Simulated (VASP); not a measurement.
# Al2Ru (I4/mmm) in VASP: a series of runs

The runs below take Al2Ru through single point, with PBEsol.

Program: VASP 6.6.1. These are calculated values, not measurements. Logs are shortened: lines on timing, memory, paths and dates and some standing lists are left out, and cuts for length are marked.

**1. The cell of the first run**

It takes space group I4/mmm (No. 139, tetragonal). Conventional cell: a = 3.121 Å, b = 3.121 Å, c = 8.297 Å, α = 90.00°, β = 90.00°, γ = 90.00°. Al (site symmetry 4mm) has 5 Ru at 2.57 to 2.83 Å and 9 Al at 2.64 to 3.12 Å within 3.4 Å. Ru (site symmetry 4/mmm) has 10 Al at 2.57 to 2.83 Å and 4 Ru at 3.12 Å within 3.4 Å.

**2. Single point, PBEsol (strain +0.000 along x and y, -0.015 along z)**

Input file INCAR:

```
ALGO = Fast ; EDIFF = 1E-6
ENCUT = 520 ; GGA = PS
ISIF = 2 ; ISMEAR = 0
LASPH = T ; LCHARG = F
LREAL = F ; LWAVE = F
NBANDS = 17 ; NELM = 80
PREC = Accurate ; SIGMA = 0.15
```

Input file KPOINTS:

```
k-points
0
Gamma
  22 22 22
```

Input file POSCAR:

```
Al2Ru
1.0
   -1.5606788820      1.5606788820      4.1483787927
    1.5606788820     -1.5606788820      4.1483787927
    1.5606788820      1.5606788820     -4.1483787927
Al Ru
2 1
Direct
    0.6590760825      0.6590760825      0.0000000000
    0.3409239175      0.3409239175      0.0000000000
    0.0000000000      0.0000000000      0.0000000000
```

Potentials or basis: VASP PAW PBE potentials, release 64 (Al, Ru_pv).

Launch:

```console
cat potpaw_PBE.64/Al/POTCAR potpaw_PBE.64/Ru_pv/POTCAR > POTCAR
mpirun -np 1 vasp_std > vasp.out
```

OUTCAR:

```text
EDIFF = 1E-6
   ENCUT = 520
   GGA = PS
   ISIF = 2
   ISMEAR = 0
   LASPH = T
   LREAL = F
   NELM = 80
   PREC = Accurate

 ion  position               nearest neighbor table
   1  0.659  0.659  0.000-   3 2.57   3 2.57   3 2.57   3 2.57   2 2.64   2 2.67   2 2.67   2 2.67
                             2 2.67   3 2.83
   2  0.341  0.341  0.000-   3 2.57   3 2.57   3 2.57   3 2.57   1 2.64   1 2.67   1 2.67   1 2.67
                             1 2.67   3 2.83
   3  0.000  0.000  0.000-   2 2.57   1 2.57   1 2.57   1 2.57   1 2.57   2 2.57   2 2.57   2 2.57
                             1 2.83   2 2.83

  LATTYP: Found a body centered tetragonal cell.
 ALAT       =     3.1213577640
 C/A-ratio  =     2.6580604380

  Lattice vectors:

 A1 = (  -1.5606788820,   1.5606788820,   4.1483787927)
 A2 = (   1.5606788820,  -1.5606788820,   4.1483787927)
 A3 = (   1.5606788820,   1.5606788820,  -4.1483787927)

Analysis of symmetry for initial positions (statically):
=====================================================================
 Subroutine PRICEL returns:
 Original cell was already a primitive cell.

 Routine SETGRP: Setting up the symmetry group for a
 body centered tetragonal supercell.

 Subroutine GETGRP returns: Found 16 space group operations
 (whereof 16 operations were pure point group operations)
 out of a pool of 16 trial point group operations.

The static configuration has the point symmetry D_4h.

Analysis of symmetry for dynamics (positions and initial velocities):
=====================================================================
 Subroutine PRICEL returns:
 Original cell was already a primitive cell.

 Routine SETGRP: Setting up the symmetry group for a
 body centered tetragonal supercell.

 Subroutine GETGRP returns: Found 16 space group operations
 (whereof 16 operations were pure point group operations)
 out of a pool of 16 trial point group operations.

The dynamic configuration has the point symmetry D_4h.

 Subroutine INISYM returns: Found 16 space group operations
 (whereof 16 operations are pure point group operations),
 and found     1 'primitive' translations

----------------------------------------------------------------------------------------

                                     Primitive cell

[... 90 lines left out ...]
   ENCUT  =  520.0 eV  38.22 Ry    6.18 a.u.   8.74  8.74  8.74*2*pi/ulx,y,z
   NELM   =     80;   NELMIN=  2; NELMDL= -5     # of ELM steps
   EDIFF  = 0.1E-05   stopping-criterion for ELM
   LREAL  =      F    real-space projection
   EDIFFG = 0.1E-04   stopping-criterion for IOM
   NSW    =      0    number of steps for IOM
   IBRION =     -1    ionic relax: 0-MD 1-quasi-New 2-CG
   NFREE  =      0    steps in history (QN), initial steepest desc. (CG)
   ISIF   =      2    stress and relaxation
   ISYM   =      2    0-nonsym 1-usesym 2-fastsym
   POTIM  = 0.5000    time-step for ionic-motion
   TEBEG  =    0.0;   TEEND  =   0.0 temperature during run
   PSTRESS=    0.0 pullay stress
   NELECT =      20.0000    total number of electrons
   NUPDOWN=      -1.0000    fix difference up-down
   EMIN   =  10.00;   EMAX   =-10.00  energy-range for DOS
   EFERMI =   0.00;   METHOD = LEGACY
   ISMEAR =     0;   SIGMA  =   0.15  broadening in eV -4-tet -1-fermi 0-gaus
   EFERMI_NEDOS =   21; number of points for ismear=-14 and -15
   IALGO  =     68    algorithm
   IMIX   =      4    mixing-type and parameters
     AMIX     =   0.40;   BMIX     =  1.00
     AMIX_MAG =   1.60;   BMIX_MAG =  1.00
  volume/ion in A,a.u.               =      13.47        90.92
  Fermi-wavevector in a.u.,A,eV,Ry     =   1.294880  2.446969 22.813096  1.676715
  Thomas-Fermi vector in A             =   2.426435
   LORBIT       =      0    0 simple, 1 ext, 2 COOP (PROOUT), +10 PAW based schemes
   GGA     = PS    functional components
   LHFCALC =     F    Hartree Fock is set to
   AEXX    =    0.0000 exact exchange contribution
   IVDW    =     0    specifies the selected vdW correction
   LEPSILON=     F    determine dielectric tensor
   LRPA    =     F    only Hartree local field effects (RPA)
 non-spin polarized calculation
 RMM-DIIS sequential band-by-band and
 Gauss-broadening in eV      SIGMA  =   0.15
  energy-cutoff  :      520.00
  volume of cell :       40.42
 maximum number of plane-waves:      1106
   NGX = 17   NGY = 17   NGZ = 17

 number of electron      20.0000002 magnetization

 Free energy of the ion-electron system (eV)
  ---------------------------------------------------
  ext. energy  EPLUGINS =         0.00000000
  ---------------------------------------------------
  free energy    TOTEN  =       -20.31963804 eV

  energy without entropy =      -20.31606004  energy(sigma->0) =      -20.31784904

 E-fermi :  10.7324     XC(G=0): -12.1022

 val. band max:       10.7295620672   @ k =   0.5000   0.5000   0.1364
 cond. band min:      10.7406418688   @ k =  -0.3182   0.2273   0.0455
 fundamental gap:      0.0110798016
 Fermi energy:        10.7323799059

 k-point     1 :       0.0000    0.0000    0.0000
  band No.  band energies     occupation
      1     -31.8696      2.00000
      2     -31.8696      2.00000
      3     -31.7641      2.00000
      4      -0.2772      2.00000
      5       5.2602      2.00000
      6       6.8334      2.00000
[... 457 lines left out ...]
      4       3.1335      2.00000
      5       4.4816      2.00000
      6       6.2024      2.00000
[... 9 lines left out ...]
     16      20.1493      0.00000
     17      21.1037      0.00000

 [... further k-points ...]

------------------------ aborting loop because EDIFF is reached ----------------------------------------

  FORCE on cell =-STRESS in cart. coord.  units (eV):
  Direction    XX          YY          ZZ          XY          YZ          ZX
  --------------------------------------------------------------------------------------
  -------------------------------------------------------------------------------------
  Total        0.4661797      0.4661797      1.3950290      0.0000000      0.0000000      0.0000000
  in kB       18.4798491     18.4798491     55.3004054      0.0000000      0.0000000      0.0000000
  external PRESSURE =      30.7533679 kB  Pullay stress =       0.0000000 kB

 VOLUME and BASIS-vectors are now :
 -----------------------------------------------------------------------------
  energy-cutoff  :      520.00
  volume of cell :       40.42
      direct lattice vectors                 reciprocal lattice vectors
    -1.560678882  1.560678882  4.148378793     0.000000000  0.320373400  0.120529013
     1.560678882 -1.560678882  4.148378793     0.320373400  0.000000000  0.120529013
     1.560678882  1.560678882 -4.148378793     0.320373400  0.320373400  0.000000000

 POSITION                                       TOTAL-FORCE (eV/Angst)
 -----------------------------------------------------------------------------------
      0.00000      0.00000      5.46819        -0.000000     -0.000000      0.184245
      0.00000      0.00000      2.82856        -0.000000     -0.000000     -0.184245
      0.00000      0.00000      0.00000         0.000000      0.000000      0.000000
 -----------------------------------------------------------------------------------
    total drift:                                0.000000     -0.000000      0.000000

  FREE ENERGIE OF THE ION-ELECTRON SYSTEM (eV)
  ---------------------------------------------------
  free  energy   TOTEN  =       -20.3196380414 eV

  energy  without entropy=      -20.3160600369  energy(sigma->0) =      -20.31784904
```

OSZICAR:

```text
N       E                     dE             d eps       ncg     rms          rms(c)
DAV:   1     0.118037193992E+03    0.11804E+03   -0.10636E+04 29092   0.109E+03
DAV:   2    -0.189174937753E+02   -0.13695E+03   -0.13297E+03 32847   0.285E+02
DAV:   3    -0.213164528394E+02   -0.23990E+01   -0.23864E+01 34938   0.386E+01
DAV:   4    -0.213368329627E+02   -0.20380E-01   -0.20371E-01 34168   0.366E+00
DAV:   5    -0.213373010889E+02   -0.46813E-03   -0.46810E-03 36505   0.504E-01    0.143E+01
RMM:   6    -0.207010003994E+02    0.63630E+00   -0.42915E+00 28636   0.152E+01    0.369E+00
RMM:   7    -0.203799838201E+02    0.32102E+00   -0.61352E-01 28607   0.596E+00    0.284E+00
RMM:   8    -0.203239122923E+02    0.56072E-01   -0.77323E-02 30914   0.226E+00    0.571E-01
RMM:   9    -0.203197596237E+02    0.41527E-02   -0.74456E-03 32147   0.602E-01    0.216E-01
RMM:  10    -0.203196230442E+02    0.13658E-03   -0.10755E-03 36780   0.246E-01    0.827E-02
RMM:  11    -0.203196345653E+02   -0.11521E-04   -0.29289E-04 37792   0.111E-01    0.732E-02
RMM:  12    -0.203196508013E+02   -0.16236E-04   -0.82594E-05 35750   0.789E-02    0.777E-02
RMM:  13    -0.203196367214E+02    0.14080E-04   -0.42949E-05 35527   0.537E-02    0.171E-02
RMM:  14    -0.203196381278E+02   -0.14063E-05   -0.14741E-05 37289   0.198E-02    0.218E-02
RMM:  15    -0.203196380414E+02    0.86324E-07   -0.84569E-07 24590   0.653E-03
   1 F= -.20319638E+02 E0= -.20317849E+02  d E =-.357800E-02
```

Run time: 8.5 min. Hardware: 1 thread of Intel Xeon 6975P-C (Granite Rapids), shared host; peak memory 0.66 GiB.

Results:

```
Free energy            : -20.3196 eV
Pressure               : 3.1 GPa
Largest force          : 0.184 eV/Å
Band gap on the k mesh : zero (bands 10 and 11 overlap by 0.25 eV)
```

Forces in eV/Å, atoms in the order of the input:
```
Al   0.000  0.000  0.184
Al   0.000  0.000 -0.184
Ru   0.000  0.000  0.000
```

Stress tensor (GPa, compression positive):
```
1.85 0.00 0.00
0.00 1.85 0.00
0.00 0.00 5.53
```

Levels at points of the mesh, in eV from the Fermi level:
```
           k point  band 6  band 7  band 8  band 9  band 10  band 11  band 12  band 13  band 14  band 15
(0.00, 0.00, 0.00)   -3.90   -2.06   -2.06   -1.74    -1.03     2.65     4.63     6.05     6.05     6.35
(0.50, 0.00, 0.00)   -4.65   -2.94   -2.72   -2.65    -1.47     0.57     3.26     5.32     6.94     8.49
(0.50, 0.50, 0.00)   -3.55   -3.42   -3.15   -1.25    -0.37     0.24     1.88     2.18     4.87     5.40
(0.50, 0.50, 0.50)   -4.08   -2.62   -1.58   -1.58    -1.00     3.07     3.07     6.35     6.95     8.55
```

Caveat: the cell differs from its parent crystal (strain +0.000 along x and y, -0.015 along z); the cell stands under pressure; the PAW data sets were made with another functional, which shifts forces and pressure a little.

**3. Single point, PBEsol (strain -0.015 along x and y, +0.015 along z)**

Input file INCAR:

```
PREC = Accurate
ENCUT = 520
EDIFF = 1E-6
ISMEAR = 0
SIGMA = 0.15
LREAL = F
LASPH = T
NELM = 100
ALGO = Fast
ISIF = 2
LWAVE = F
LCHARG = F
GGA = PS
NBANDS = 17
```

Input file KPOINTS:

```
regular mesh
0
Gamma
  22 22 22
```

Input file POSCAR:

```
Al2Ru
1.0
   -1.5372686988      1.5372686988      4.2747253549
    1.5372686988     -1.5372686988      4.2747253549
    1.5372686988      1.5372686988     -4.2747253549
Al Ru
2 1
Direct
    0.6590760825      0.6590760825      0.0000000000
    0.3409239175      0.3409239175      0.0000000000
    0.0000000000      0.0000000000      0.0000000000
```

Potentials or basis: VASP PAW PBE potentials, release 64 (Al, Ru_pv).

Launch:

```console
cat potpaw_PBE.64/Al/POTCAR potpaw_PBE.64/Ru_pv/POTCAR > POTCAR
mpirun -np 1 vasp_std > vasp.out
```

Wall time 7.6 min (1 thread of Intel Xeon 6975P-C (Granite Rapids), shared host); peak memory 0.65 GiB.

The run converged. Its results:

| Property | Result |
| --- | --- |
| Free energy | -20.3076 eV |
| Pressure | 2.9 GPa |
| Largest force | 0.211 eV/Å |
| Band gap on the k mesh | zero (bands 10 and 11 overlap by 0.06 eV) |

Forces in eV/Å, atoms in the order of the input:
```
Al   0.000  0.000 -0.211
Al   0.000  0.000  0.211
Ru   0.000  0.000  0.000
```

Stress tensor (GPa, compression positive):
```
 5.12  0.00  0.00
 0.00  5.12  0.00
 0.00  0.00 -1.44
```

Levels at points of the mesh, in eV from the Fermi level:
```csv
k point,band 8,band 9,band 10,band 11,band 12,band 13
"(0.00, 0.00, 0.00)",-1.94,-1.94,-0.83,2.18,4.69,6.36
"(0.50, 0.00, 0.00)",-2.83,-2.50,-1.38,0.69,2.98,4.86
"(0.50, 0.50, 0.00)",-3.10,-1.22,-0.28,0.44,1.85,1.95
"(0.50, 0.50, 0.50)",-1.55,-1.55,-0.81,3.44,3.44,5.97
```

Caveat: the cell differs from its parent crystal (strain -0.015 along x and y, +0.015 along z); the stress differs along the axes, from -1 to 5 GPa; the PAW data sets were made with another functional, which shifts forces and pressure a little.

**4. Single point, PBEsol (strain -0.015 along x and y, +0.030 along z)**

Input file INCAR:

```
SYSTEM = Al2Ru
  ALGO = Fast
  EDIFF = 1E-6
  ENCUT = 520
  GGA = PS
  ISIF = 2
  ISMEAR = 0
  LASPH = .TRUE.
  LCHARG = .FALSE.
  LREAL = .FALSE.
  LWAVE = .FALSE.
  NBANDS = 17
  NELM = 80
  PREC = Accurate
  SIGMA = 0.15
```

Input file KPOINTS:

```
k-points
0
G
  22 22 22
  0 0 0
```

Input file POSCAR:

```
Al2Ru
1.0
   -1.5372686988      1.5372686988      4.3378986360
    1.5372686988     -1.5372686988      4.3378986360
    1.5372686988      1.5372686988     -4.3378986360
Al Ru
2 1
Direct
    0.6590760825      0.6590760825      0.0000000000
    0.3409239175      0.3409239175      0.0000000000
    0.0000000000      0.0000000000      0.0000000000
```

Launch:

```console
cat potpaw_PBE.64/Al/POTCAR potpaw_PBE.64/Ru_pv/POTCAR > POTCAR
mpirun -np 1 vasp_std > vasp.out
```

Wall time 8.9 min (1 thread of Intel Xeon 6975P-C (Granite Rapids), shared host); peak memory 0.66 GiB.

The run converged. Its results:

```
Free energy            : -20.2936 eV
Pressure               : 0.2 GPa
Largest force          : 0.382 eV/Å
Band gap on the k mesh : zero (bands 10 and 11 overlap by 0.02 eV)
```

Forces in eV/Å, atoms in the order of the input:
```
Al   0.000  0.000 -0.382
Al   0.000  0.000  0.382
Ru   0.000  0.000  0.000
```

Stress tensor (GPa, compression positive):
```
 3.33  0.00  0.00
 0.00  3.33  0.00
 0.00  0.00 -6.02
```

Levels at points of the mesh, in eV from the Fermi level:
```csv
k point,band 7,band 8,band 9,band 10,band 11,band 12,band 13,band 14
"(0.00, 0.00, 0.00)",-2.49,-1.87,-1.87,-0.75,1.98,4.74,6.30,6.30
"(0.50, 0.00, 0.00)",-3.02,-2.83,-2.40,-1.32,0.69,2.85,4.69,7.37
"(0.50, 0.50, 0.00)",-3.38,-3.04,-1.22,-0.24,0.49,1.74,1.91,4.66
"(0.50, 0.50, 0.50)",-2.77,-1.51,-1.51,-0.73,3.53,3.53,5.59,6.30
```

Caveat: the cell differs from its parent crystal (strain -0.015 along x and y, +0.030 along z); the stress differs along the axes, from -6 to 3 GPa; the PAW data sets were made with another functional, which shifts forces and pressure a little.

**5. Overview**

```csv
cell,gap on the mesh (eV),pressure (GPa),largest force (eV/Å)
"a = 4.699 Å, angles 141.2, 141.2, 56.0°, 3 atoms",none,3.1,0.18
"a = 4.796 Å, angles 142.6, 142.6, 53.9°, 3 atoms",none,2.9,0.21
"a = 4.852 Å, angles 143.1, 143.1, 53.2°, 3 atoms",none,0.2,0.38
```

Alike in all rows: task single point; level PBEsol; potentials or basis VASP PAW PBE potentials, release 64 (Al, Ru_pv); no spin polarisation; k mesh 22 × 22 × 22; cutoff (eV) 520; smearing gaussian 0.15 eV.

Caveats: the PAW data sets were made with another functional, which shifts forces and pressure a little; the cell stands under pressure (at least some runs); the stress differs along the axes, from -1 to 5 GPa (at least some runs); the stress differs along the axes, from -6 to 3 GPa (at least some runs).

Total energies depend on the potentials used, so only differences within one code and one set of settings carry meaning.

The gap in the log of VASP goes by the Fermi energy; the results here count the filled bands.